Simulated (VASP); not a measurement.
# Ba (P4/mmm) in VASP: a series of runs

The runs below take Ba through single point, with PBEsol.

All numbers are computed with VASP 6.6.1; they aren't measurements. Logs are shortened: lines on timing, memory, paths and dates and some standing lists are left out, and cuts for length are marked.

## Step 1: The cell of the first run

It takes space group P4/mmm (No. 123, tetragonal). Conventional cell: a = 3.918 Å, b = 3.918 Å, c = 3.532 Å, α = 90.00°, β = 90.00°, γ = 90.00°. Ba (site symmetry 4/mmm) has 6 Ba at 3.53 to 3.92 Å within 4.6 Å.

## Step 2: Single point, PBEsol

INCAR reads:

```
  PREC = Accurate
  ENCUT = 520
  EDIFF = 1E-6
  ISMEAR = -1
  SIGMA = 0.15
  LREAL = False
  LASPH = True
  NELM = 100
  ALGO = Normal
  ISIF = 2
  LWAVE = False
  LCHARG = False
  GGA = PS
  NBANDS = 11
```

KPOINTS reads:

```
Automatic mesh
0
Gamma
  7 7 8
```

POSCAR reads:

```
Ba
1.0
    3.9180015797      0.0000000000      0.0000000000
    0.0000000000      3.9180015797      0.0000000000
    0.0000000000      0.0000000000      3.5319359188
Ba
1
Direct
    0.5000000000      0.5000000000      0.5000000000
```

Potentials or basis: VASP PAW PBE potentials, release 64 (Ba_sv).

Command:

```console
$ cat potpaw_PBE.64/Ba_sv/POTCAR > POTCAR
$ mpirun -np 1 vasp_std > vasp.out
```

OUTCAR:

```text
PREC = Accurate
   ENCUT = 520
   EDIFF = 1E-6
   ISMEAR = -1
   LREAL = False
   LASPH = True
   NELM = 100
   ISIF = 2
   GGA = PS

 ion  position               nearest neighbor table
   1  0.500  0.500  0.500-

  LATTYP: Found a simple tetragonal cell.
 ALAT       =     3.9180015797
 C/A-ratio  =     0.9014636281

  Lattice vectors:

 A1 = (   3.9180015797,   0.0000000000,   0.0000000000)
 A2 = (   0.0000000000,   3.9180015797,   0.0000000000)
 A3 = (   0.0000000000,   0.0000000000,   3.5319359188)

Analysis of symmetry for initial positions (statically):
=====================================================================
 Subroutine PRICEL returns:
 Original cell was already a primitive cell.

 Routine SETGRP: Setting up the symmetry group for a
 simple tetragonal supercell.

 Subroutine GETGRP returns: Found 16 space group operations
 (whereof 16 operations were pure point group operations)
 out of a pool of 16 trial point group operations.

The static configuration has the point symmetry D_4h.

Analysis of symmetry for dynamics (positions and initial velocities):
=====================================================================
 Subroutine PRICEL returns:
 Original cell was already a primitive cell.

 Routine SETGRP: Setting up the symmetry group for a
 simple tetragonal supercell.

 Subroutine GETGRP returns: Found 16 space group operations
 (whereof 16 operations were pure point group operations)
 out of a pool of 16 trial point group operations.

The dynamic configuration has the point symmetry D_4h.

 Subroutine INISYM returns: Found 16 space group operations
 (whereof 16 operations are pure point group operations),
 and found     1 'primitive' translations

----------------------------------------------------------------------------------------

                                     Primitive cell

  volume of cell :      54.2178

  direct lattice vectors                    reciprocal lattice vectors
     3.918001580  0.000000000  0.000000000     0.255232158  0.000000000  0.000000000
     0.000000000  3.918001580  0.000000000     0.000000000  0.255232158  0.000000000
     0.000000000  0.000000000  3.531935919     0.000000000  0.000000000  0.283130845

  length of vectors
     3.918001580  3.918001580  3.531935919     0.255232158  0.255232158  0.283130845

  position of ions in fractional coordinates (direct lattice)
     0.500000000  0.500000000  0.500000000

  ion indices of the primitive-cell ions
   primitive index   ion index
                 1           1

----------------------------------------------------------------------------------------

 KPOINTS: Automatic mesh

Automatic generation of k-mesh.
 Grid dimensions read from file:
 generate k-points for:    7    7    8

 Generating k-lattice:

  Cartesian coordinates                     Fractional coordinates (reciprocal lattice)
     0.036461737  0.000000000  0.000000000     0.142857143  0.000000000  0.000000000
     0.000000000  0.036461737  0.000000000     0.000000000  0.142857143  0.000000000
     0.000000000  0.000000000  0.035391356     0.000000000  0.000000000  0.125000000

  Length of vectors
     0.036461737  0.036461737  0.035391356

  Shift w.r.t. Gamma in fractional coordinates (k-lattice)
     0.000000000  0.000000000  0.000000000

 Subroutine IBZKPT returns following result:
 ===========================================

 Found     50 irreducible k-points:

 Following reciprocal coordinates:
            Coordinates               Weight
  0.000000  0.000000  0.000000      1.000000
  0.142857  0.000000  0.000000      4.000000
  0.285714  0.000000  0.000000      4.000000
  0.428571  0.000000  0.000000      4.000000
  0.142857  0.142857  0.000000      4.000000
  0.285714  0.142857  0.000000      8.000000
[... 16 lines left out ...]
  0.285714  0.000000  0.250000      8.000000
  0.428571  0.000000  0.250000      8.000000
 [... further k-points ...]
   k-points           NKPTS =     50   k-points in BZ     NKDIM =     50   number of bands    NBANDS=     11
   number of dos      NEDOS =    301   number of ions     NIONS =      1
   total plane-waves  NPLWV =  25200
   dimension x,y,z NGX =    30 NGY =   30 NGZ =   28
   dimension x,y,z NGXF=    60 NGYF=   60 NGZF=   56
   ions per type =               1
   NGX,Y,Z   is equivalent  to a cutoff of  12.73, 12.73, 13.18 a.u.
   NGXF,Y,Z  is equivalent  to a cutoff of  25.46, 25.46, 26.36 a.u.
 SYSTEM =  unknown system
   PREC   = accura    normal or accurate (medium, high low for compatibility)
   ISTART =      0    job   : 0-new  1-cont  2-samecut
   ICHARG =      2    charge: 1-file 2-atom 10-const
   ISPIN  =      1    spin polarized calculation?
   LNONCOLLINEAR =      F non collinear calculations
   LSORBIT =      F    spin-orbit coupling
   LASPH  =      T    aspherical Exc in radial PAW
   ENCUT  =  520.0 eV  38.22 Ry    6.18 a.u.   7.28  7.28  6.57*2*pi/ulx,y,z
   NELM   =    100;   NELMIN=  2; NELMDL= -5     # of ELM steps
   EDIFF  = 0.1E-05   stopping-criterion for ELM
   LREAL  =      F    real-space projection
   EDIFFG = 0.1E-04   stopping-criterion for IOM
   NSW    =      0    number of steps for IOM
   IBRION =     -1    ionic relax: 0-MD 1-quasi-New 2-CG
   NFREE  =      0    steps in history (QN), initial steepest desc. (CG)
   ISIF   =      2    stress and relaxation
   ISYM   =      2    0-nonsym 1-usesym 2-fastsym
   POTIM  = 0.5000    time-step for ionic-motion
   TEBEG  =    0.0;   TEEND  =   0.0 temperature during run
   PSTRESS=    0.0 pullay stress
   NELECT =      10.0000    total number of electrons
   NUPDOWN=      -1.0000    fix difference up-down
   EMIN   =  10.00;   EMAX   =-10.00  energy-range for DOS
   EFERMI =   0.00;   METHOD = LEGACY
   ISMEAR =    -1;   SIGMA  =   0.15  broadening in eV -4-tet -1-fermi 0-gaus
   EFERMI_NEDOS =   21; number of points for ismear=-14 and -15
   IALGO  =     38    algorithm
   IMIX   =      4    mixing-type and parameters
     AMIX     =   0.40;   BMIX     =  1.00
     AMIX_MAG =   1.60;   BMIX_MAG =  1.00
  volume/ion in A,a.u.               =      54.22       365.88
  Fermi-wavevector in a.u.,A,eV,Ry     =   0.931882  1.761001 11.815349  0.868404
  Thomas-Fermi vector in A             =   2.058421
   LORBIT       =      0    0 simple, 1 ext, 2 COOP (PROOUT), +10 PAW based schemes
   GGA     = PS    functional components
   LHFCALC =     F    Hartree Fock is set to
   AEXX    =    0.0000 exact exchange contribution
   IVDW    =     0    specifies the selected vdW correction
   LEPSILON=     F    determine dielectric tensor
   LRPA    =     F    only Hartree local field effects (RPA)
 non-spin polarized calculation
  energy-cutoff  :      520.00
  volume of cell :       54.22
 maximum number of plane-waves:      1477
 NGX is ok and might be reduce to    30
   NGX = 15   NGY = 15   NGZ = 13

 number of electron      10.0000001 magnetization

 Free energy of the ion-electron system (eV)
  ---------------------------------------------------
  ext. energy  EPLUGINS =         0.00000000
  ---------------------------------------------------
  free energy    TOTEN  =        -1.84194310 eV

  energy without entropy =       -1.74063243  energy(sigma->0) =       -1.79128777

 E-fermi :   1.9581     XC(G=0):  -7.9816

 val. band max:        1.9401041682   @ k =   0.1429   0.0000   0.0000
 cond. band min:       1.9596006177   @ k =   0.4286   0.4286   0.3750
 fundamental gap:      0.0194964495
 Fermi energy:         1.9581489660

 k-point     1 :       0.0000    0.0000    0.0000
  band No.  band energies     occupation
      1     -27.0144      2.00000
      2     -11.7928      2.00000
      3     -11.7928      2.00000
      4     -11.3701      2.00000
      5      -0.6165      2.00000
      6       1.8538      1.33454
      7       1.8852      1.23847
      8       6.9991      0.00000
      9       7.9083      0.00000
     10       7.9083      0.00000
     11       9.7823      0.00000

 k-point     2 :       0.1429    0.0000    0.0000
  band No.  band energies     occupation
      1     -27.0019      2.00000
      2     -11.9559      2.00000
      3     -11.7788      2.00000
      4     -11.3582      2.00000
      5      -0.2988      2.00000
      6       1.9401      1.06008
      7       2.1901      0.35124
      8       6.2666      0.00000
      9       7.3360      0.00000
     10       7.9502      0.00000
     11       8.8135      0.00000

 k-point     3 :       0.2857    0.0000    0.0000
  band No.  band energies     occupation
      1     -26.9738      2.00000
      2     -12.2975      2.00000
      3     -11.7472      2.00000
      4     -11.3310      2.00000
      5       0.4173      1.99993
      6       2.1405      0.45735
      7       2.8496      0.00523
      8       5.2577      0.00000
      9       6.4471      0.00000
     10       7.8918      0.00000
     11       8.0477      0.00000

 k-point     4 :       0.4286    0.0000    0.0000
  band No.  band energies     occupation
      1     -26.9510      2.00000
      2     -12.5508      2.00000
      3     -11.7216      2.00000
      4     -11.3090      2.00000
      5       1.1058      1.99321
      6       2.3261      0.15844
      7       2.9935      0.00201
      8       4.6784      0.00000
      9       5.9122      0.00000
     10       8.1295      0.00000
     11       8.5414      0.00000
[... 239 lines left out ...]
 k-point    22 :       0.1429    0.0000    0.2500
  band No.  band energies     occupation
      1     -26.9042      2.00000
      2     -12.2648      2.00000
      3     -11.8517      2.00000
      4     -11.6845      2.00000
      5       0.6368      1.99970
      6       2.5524      0.03735
      7       3.6019      0.00003
      8       5.0009      0.00000
      9       5.5064      0.00000
     10       6.6711      0.00000
     11       9.2401      0.00000

 k-point    23 :       0.2857    0.0000    0.2500
  band No.  band energies     occupation
      1     -26.8768      2.00000
      2     -12.2303      2.00000
      3     -12.1709      2.00000
      4     -11.6544      2.00000
      5       1.2040      1.98698
      6       2.5826      0.03065
      7       4.1625      0.00000
      8       4.7466      0.00000
      9       5.4844      0.00000
     10       5.9190      0.00000
     11       8.8869      0.00000

 k-point    24 :       0.4286    0.0000    0.2500
  band No.  band energies     occupation
      1     -26.8546      2.00000
      2     -12.4213      2.00000
      3     -12.1894      2.00000
      4     -11.6301      2.00000
      5       1.6529      1.76891
      6       2.2562      0.24111
      7       4.3495      0.00000
      8       5.0716      0.00000
      9       5.4680      0.00000
     10       5.9134      0.00000
     11       8.7734      0.00000

 [... further k-points ...]
[... 5 lines left out ...]
  --------------------------------------------------------------------------------------
  -------------------------------------------------------------------------------------
  Total       -0.2558471     -0.2558471      1.0647436      0.0000000      0.0000000     -0.0000000
  in kB       -7.5604733     -7.5604733     31.4639746      0.0000000      0.0000000     -0.0000000
  external PRESSURE =       5.4476760 kB  Pullay stress =       0.0000000 kB

 VOLUME and BASIS-vectors are now :
 -----------------------------------------------------------------------------
  energy-cutoff  :      520.00
  volume of cell :       54.22
      direct lattice vectors                 reciprocal lattice vectors
     3.918001580  0.000000000  0.000000000     0.255232158  0.000000000  0.000000000
     0.000000000  3.918001580  0.000000000     0.000000000  0.255232158  0.000000000
     0.000000000  0.000000000  3.531935919     0.000000000  0.000000000  0.283130845

 POSITION                                       TOTAL-FORCE (eV/Angst)
 -----------------------------------------------------------------------------------
      1.95900      1.95900      1.76597         0.000000      0.000000      0.000000
 -----------------------------------------------------------------------------------
    total drift:                                0.000000      0.000000      0.000000

  FREE ENERGIE OF THE ION-ELECTRON SYSTEM (eV)
  ---------------------------------------------------
  free  energy   TOTEN  =        -1.8419431014 eV

  energy  without entropy=       -1.7406324299  energy(sigma->0) =       -1.79128777
```

Run time: 36 s. Hardware: 1 thread of AMD EPYC 7R13, shared host; peak memory 0.15 GiB.

What came out:

- Free energy: -1.8419 eV
- Pressure: 0.5 GPa
- Band gap on the k mesh: zero (band 5 reaches 2.24 eV, above the bottom of band 6 at 1.63 eV)

Caveat: the PAW data sets were made with another functional, which shifts forces and pressure a little; spin-orbit coupling is left out, which moves the levels of the heavy elements.

## Step 3: Single point, PBEsol

This run uses another cell than the first one, of 55.37 Å³/atom, 1.021 times its volume.

INCAR reads:

```
SYSTEM = Ba
PREC     = Accurate       ! precision mode
ENCUT    = 520            ! plane-wave cutoff, eV
EDIFF    = 1E-7           ! SCF threshold, eV
ISMEAR   = -1             ! smearing method
SIGMA    = 0.15           ! smearing width, eV
LREAL    = .FALSE.        ! projectors in reciprocal space
LASPH    = .TRUE.         ! aspherical terms in the spheres
NELM     = 100            ! most SCF steps
ALGO     = Normal         ! electronic algorithm
ISIF     = 2              ! what is computed and relaxed
LWAVE    = .FALSE.        ! write WAVECAR
LCHARG   = .TRUE.         ! write CHGCAR
GGA      = PS             ! functional
LELF     = .TRUE.         ! ELF
LVHAR    = .TRUE.       
NBANDS   = 11             ! bands
```

KPOINTS reads:

```
Automatic mesh
0
G
  7 7 8
  0 0 0
```

POSCAR reads:

```
Ba
1.0
    3.9455940492      0.0000000000      0.0000000000
    0.0000000000      3.9455940492      0.0000000000
    0.0000000000      0.0000000000      3.5568095265
Ba
1
Direct
    0.5000000000      0.5000000000      0.5000000000
```

Potentials or basis: VASP PAW PBE potentials, release 64 (Ba_sv).

Command:

```console
$ cat potpaw_PBE.64/Ba_sv/POTCAR > POTCAR
$ mpirun -np 1 vasp_std > vasp.out
```

It took 46 s on 1 thread of AMD EPYC 7R13, shared host; peak memory 0.15 GiB.

The run converged. Its results:

| Quantity | Value |
| --- | --- |
| Free energy | -1.8452 eV |
| Pressure | 0.4 GPa |
| Band gap on the k mesh | zero (band 5 reaches 2.16 eV, above the bottom of band 6 at 1.58 eV) |

Stress tensor (GPa, compression positive):
```
-0.89  0.00  0.00
 0.00 -0.89  0.00
 0.00  0.00  2.87
```

Levels at points of the mesh, in eV from the Fermi level:
```
           k point  band 2  band 3  band 4  band 5  band 6  band 7  band 8  band 9
(0.00, 0.00, 0.00)  -13.79  -13.79  -13.38   -2.58   -0.09   -0.05    4.94    5.83
(0.00, 0.00, 0.50)  -14.98  -13.61  -13.61   -0.24    0.96    1.42    2.20    2.20
```

Caveat: the PAW data sets were made with another functional, which shifts forces and pressure a little; spin-orbit coupling is left out, which moves the levels of the heavy elements.

(Part 1 of 2 ends here.)
